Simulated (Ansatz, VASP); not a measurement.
# Two plane-wave programs on MgCd2S3

```
Mg Cd S
1.0
     4.13921    0.00000    0.00000
    -2.06961    3.58466    0.00000
     0.00000    0.00000   10.12069
Mg Cd S
1 2 3
Direct
  0.66667 0.33333 0.33126
  0.00000 0.00000 0.00527
  0.33333 0.66667 0.66333
  0.33333 0.66667 0.91641
  0.66667 0.33333 0.57478
  0.00000 0.00000 0.25895
```

Alike in both runs: functional PBE; k mesh 12 × 12 × 4; occupations gaussian, width 0.02 eV; no spin polarisation.

Ansatz relaxed the structure, and its values are those at the end. VASP's run is a single point on that final structure, the one shown.

|  | VASP | Ansatz |
| --- | --- | --- |
| version | VASP 6.6.1 | Ansatz 0.2.0 |
| potentials or method | VASP PAW PBE potentials, release 64 (Mg, Cd, S), cutoff 520 eV | scalar-relativistic, plane waves, PAW |
| valence electrons in the cell | 44 | 68 |

```tsv
	VASP	Ansatz	Ansatz less VASP
gap on the k mesh at the Fermi level (eV)	1.53	1.53	-0.001
least direct gap on the mesh (eV)	1.53	1.53	-0.001
pressure (GPa)	0.2	0.0	-0.17
rms of the force components (eV/Å)	0.012	0.001	-0.0103
```

VASP's potentials hold 44 valence electrons a cell and Ansatz's 68, so a difference there can come from the potentials and not from the codes.
